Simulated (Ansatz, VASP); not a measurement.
## One calculation of Ag2Pb, two programs

```xyz
6
Lattice="4.2676 0.0000 0.0000 0.0000 4.2676 0.0000 0.0000 0.0000 7.4841" Properties=species:S:1:pos:R:3 pbc="T T T"
Ag    0.0000    0.0000    0.0000
Ag    2.1338    2.1338    0.0000
Ag    0.0000    2.1338    1.9438
Ag    2.1338    0.0000    5.5403
Pb    0.0000    2.1338    4.9958
Pb    2.1338    0.0000    2.4884
```

Alike in both runs: functional PBE; k mesh 10 × 10 × 6; occupations gaussian, width 0.1 eV; no spin polarisation.

Ansatz relaxed the structure, and its values are those at the end. VASP's run is a single point on that final structure, the one shown.

|  | VASP | Ansatz |
| --- | --- | --- |
| version | VASP 6.6.1 | Ansatz 0.2.0 |
| potentials or method | VASP PAW PBE potentials, release 64 (Ag, Pb_d), cutoff 520 eV | scalar-relativistic, plane waves, PAW |
| valence electrons in the cell | 72 | 104 |

VASP gave:

```
gap on the k mesh at the Fermi level (eV) : none
pressure (GPa)                            : -0.1
```

Task: What did Ansatz give for the same quantities?

Result: gap on the k mesh at the Fermi level (eV): none; pressure (GPa): 0.0.

A gap of «none» marks a metal or a gap that the smearing closes. VASP's potentials hold 72 valence electrons a cell and Ansatz's 104, so a difference there can come from the potentials and not from the codes.

Neither program's run includes spin-orbit coupling.
